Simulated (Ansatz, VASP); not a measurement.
**Sn in VASP and in Ansatz**

```
CELL_PARAMETERS angstrom
-1.81622 1.81622 1.87240
1.81622 -1.81622 1.87240
1.81622 1.81622 -1.87240
ATOMIC_POSITIONS crystal
Sn 0.00000 0.00000 0.00000
```

Change from the starting cell: strain -0.0300 x Voigt [1, 1, 0, 0, 0, 0], atoms carried along.

Alike in both runs: task single point; functional PBEsol; k mesh 22 × 22 × 22; occupations gaussian, width 0.15 eV; no spin polarisation.

```csv
,VASP,Ansatz
version,VASP 6.6.1,Ansatz 0.2.0
potentials or method,"VASP PAW PBE potentials, release 64 (Sn_d), cutoff 520 eV","scalar-relativistic, plane waves, PAW"
valence electrons in the cell,14,14
```

```csv
,VASP,Ansatz,Ansatz less VASP
gap on the k mesh at the Fermi level (eV),none,none,-
pressure (GPa),3.5,3.5,+0.02
"traceless stress, the component that is largest in VASP (GPa)",-0.05,-0.05,+0.002
```

VASP's potentials were made for PBE, not for PBEsol. A gap of «none» marks a metal or a gap that the smearing closes.
